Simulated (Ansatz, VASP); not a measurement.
One calculation of Be3H, two programs

Contents of INCAR:

```
PREC = Accurate
ENCUT = 600
EDIFF = 1E-6
ISMEAR = 0
SIGMA = 0.1
LREAL = False
LASPH = True
NELM = 60
ALGO = Normal
ISIF = 3
LWAVE = False
LCHARG = False
GGA = PE
IBRION = 2
NSW = 100
EDIFFG = -0.01
```

File KPOINTS:

```
Automatic mesh
0
Gamma
  16 16 16
```

POSCAR

```
Be3H
1.0
    3.0882174123      0.0000000000      0.0000000000
    0.0000000000      3.0882174123      0.0000000000
    0.0000000000      0.0000000000      3.0882174123
Be H
3 1
Direct
    0.0000000000      0.5000000000      0.5000000000
    0.5000000000      0.0000000000      0.5000000000
    0.5000000000      0.5000000000      0.0000000000
    0.0000000000      0.0000000000      0.0000000000
```

Input for Ansatz:

```yaml
crystal:
  lattice:
    - [3.0882174123, 0.0, 0.0]
    - [0.0, 3.0882174123, 0.0]
    - [0.0, 0.0, 3.0882174123]
  atoms:
    - { symbol: Be, position: [0.0, 0.5, 0.5] }
    - { symbol: Be, position: [0.5, 0.0, 0.5] }
    - { symbol: Be, position: [0.5, 0.5, 0.0] }
    - { symbol: H, position: [0.0, 0.0, 0.0] }
basis:
  ecutwfc: 420
kpoints:
  mp_grid: { grid: [16, 16, 16] }
hamiltonian:
  xc: pbe
scf:
  occupations: { method: gaussian, width: 0.1 }
output:
  forces: true
  stress: true
  eigenvalues: true
relax:
  adjacent_minimum: "off"
  f_tol: 0.01
  max_steps: 80
  cell: { stress_tol: 0.05 }
```

Alike in both runs: task relaxation of cell and atoms; functional PBE; k mesh 16 × 16 × 16; occupations gaussian, width 0.1 eV; no spin polarisation.

|  | VASP | Ansatz |
| --- | --- | --- |
| version | VASP 6.6.1 | Ansatz 0.2.0 |
| potentials or method | VASP PAW PBE potentials, release 64 (Be, H), cutoff 600 eV | scalar-relativistic, plane waves, PAW |
| valence electrons in the cell | 7 | 7 |

```tsv
	VASP	Ansatz	Ansatz less VASP
gap on the k mesh at the Fermi level, each at its own relaxed structure (eV)	none	none	-
relaxed volume (Å³/atom)	7.36	7.35	-0.014
relaxed length of the cell vector where the two differ most in proportion (Å)	3.088	3.086	-0.0020
```

A gap of «none» marks a metal or a gap that the smearing closes.

Noted on VASP's run: the relaxation stopped at its first step, so nothing moved.
